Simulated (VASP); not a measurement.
Here is a VASP 6.6.1 calculation.

Contents of INCAR:

```
PREC = Accurate
ENCUT = 500
EDIFF = 1E-7
ISMEAR = -1
SIGMA = 0.02
LREAL = F
LASPH = T
NELM = 120
ALGO = Normal
ISIF = 3
LWAVE = F
LCHARG = F
GGA = PE
IBRION = 2
NSW = 80
EDIFFG = -0.02
GGA_COMPAT = F
NELMIN = 4
```

KPOINTS

```
regular mesh
0
Gamma
  6 6 6
```

File POSCAR:

```
SnSe2
1.0
    0.0000000000      3.2250000000      3.2250000000
    3.2250000000      0.0000000000      3.2250000000
    3.2250000000      3.2250000000      0.0000000000
Sn Se
1 2
Direct
    0.0000000000      0.0000000000      0.0000000000
    0.2500000000      0.2500000000      0.2500000000
    0.7500000000      0.7500000000      0.7500000000
```

Potentials or basis: VASP PAW PBE potentials, release 64 (Sn_d, Se).

The run is started by

```bash
$ cat potpaw_PBE.64/Sn_d/POTCAR potpaw_PBE.64/Se/POTCAR > POTCAR
$ mpirun -np 1 vasp_std > vasp.out
```

Question: What does it give for the band gap on the k mesh?

Answer: Zero (bands 13 and 14 overlap by 1.67 eV).

Question: What does it give for the relaxed volume?

Answer: 27.21 Å³/atom.

Question: What does it give for the space group after relaxing (to 0.1 Å)?

Answer: Fm-3m (No. 225).

Question: Predict the relaxed cell.

Answer: a = 4.869 Å, b = 4.869 Å, c = 4.869 Å, α = 60.00°, β = 60.00°, γ = 60.00°.

Final structure:
```cif
data_structure
_symmetry_space_group_name_H-M 'P 1'
_symmetry_Int_Tables_number 1
_cell_length_a 4.8690
_cell_length_b 4.8690
_cell_length_c 4.8690
_cell_angle_alpha 60.000
_cell_angle_beta 60.000
_cell_angle_gamma 60.000
_cell_volume 81.62
loop_
_atom_site_label
_atom_site_type_symbol
_atom_site_fract_x
_atom_site_fract_y
_atom_site_fract_z
_atom_site_occupancy
Sn1 Sn 0.00000 0.00000 0.00000 1
Se1 Se 0.25000 0.25000 0.25000 1
Se2 Se 0.75000 0.75000 0.75000 1
```

Caveat: the volume moved by over 15 % at a fixed basis, so the end points are rough; spin-orbit coupling is left out, which moves the levels of the heavy elements.
